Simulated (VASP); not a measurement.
## InO2: relaxation of cell and atoms with PBE

The system is InO2.

```
CELL_PARAMETERS angstrom
0.00000 2.70244 2.70244
2.70244 0.00000 2.70244
2.70244 2.70244 0.00000
ATOMIC_POSITIONS crystal
In 0.00000 0.00000 0.00000
O 0.75000 0.75000 0.75000
O 0.50000 0.50000 0.50000
```

The cell was built from a structure type or drawn by symmetry, and may not be a known phase.

```json
{
  "Program": "VASP 6.6.1",
  "Task": "relaxation of cell and atoms",
  "Functional": "PBE",
  "Potentials or basis": "VASP PAW PBE potentials, release 64 (In_d, O)",
  "Cutoff": "600 eV",
  "k mesh": "6 × 6 × 6",
  "Occupations": "gaussian, width 0.1 eV",
  "Spin": "collinear spin, ferromagnetic start",
  "Starting moments": "[0.0, 1.0, 1.0] μB",
  "Dipole correction": "no",
  "Further INCAR settings": "ALGO = Normal; EDIFF = 1e-06; IBRION = 2; EDIFFG = -0.04; NSW = 90; ISIF = 3"
}
```

* Relaxed volume: 12.37 Å³/atom
* Relaxed cell: a = 3.744 Å, b = 3.744 Å, c = 3.744 Å, α = 60.00°, β = 60.00°, γ = 60.00°
* Space group after relaxing (to 0.1 Å): F-43m (No. 216)
* Energy gained by relaxing: 17.4 meV/atom
* Ionic steps: 3
* Pressure after relaxing: 0.0 GPa
* Band gap on the k mesh: zero (filled and empty bands overlap)
* Net moment: 1.01 μB per cell
* Site moments: In -0.04; O +0.32, +0.60 μB
* Valence electrons inside the program's atomic spheres: In 11.07; O 4.88, 4.82

The path:
```
step  energy change (eV)  largest force (eV/Å)  pressure (GPa)  volume (Å³)
   1              0.0000                0.0000           -6.62        39.47
   2             -0.0474                0.0000            2.38        36.45
   3             -0.0522                0.0000            0.02        37.10
```

Final structure:
```
CELL_PARAMETERS angstrom
0.00000 2.64727 2.64727
2.64727 0.00000 2.64727
2.64727 2.64727 0.00000
ATOMIC_POSITIONS crystal
In 0.00000 0.00000 0.00000
O 0.75000 0.75000 0.75000
O 0.50000 0.50000 0.50000
```

Levels at points of the mesh, in eV from the Fermi level:
Spin up:
```csv
k point,band 10,band 11,band 12,band 13,band 14,band 15,band 16,band 17
"(0.00, 0.00, 0.00)",-3.45,-1.94,-1.94,-1.94,-1.63,9.69,9.69,9.69
"(0.50, 0.00, 0.00)",-4.02,-1.33,-1.33,-1.14,2.78,4.87,8.19,8.19
"(0.50, 0.50, 0.00)",-5.17,-3.37,-0.44,-0.44,2.68,5.02,9.77,9.77
```
Spin down:
| k point | band 10 | band 11 | band 12 | band 13 | band 14 | band 15 |
| --- | --- | --- | --- | --- | --- | --- |
| (0.00, 0.00, 0.00) | -2.77 | -1.56 | -1.12 | -1.12 | -1.12 | 9.71 |
| (0.50, 0.00, 0.00) | -3.42 | -0.42 | -0.42 | -0.28 | 3.17 | 4.98 |
| (0.50, 0.50, 0.00) | -4.83 | -2.64 | 0.53 | 0.53 | 2.94 | 5.37 |

Wall time 35 s on 1 thread of Intel(R) Xeon(R) Platinum 8488C (Sapphire Rapids), on a shared host, peak memory 0.22 GiB.

Caveat: spin-orbit coupling is left out, which moves the levels of the heavy elements.
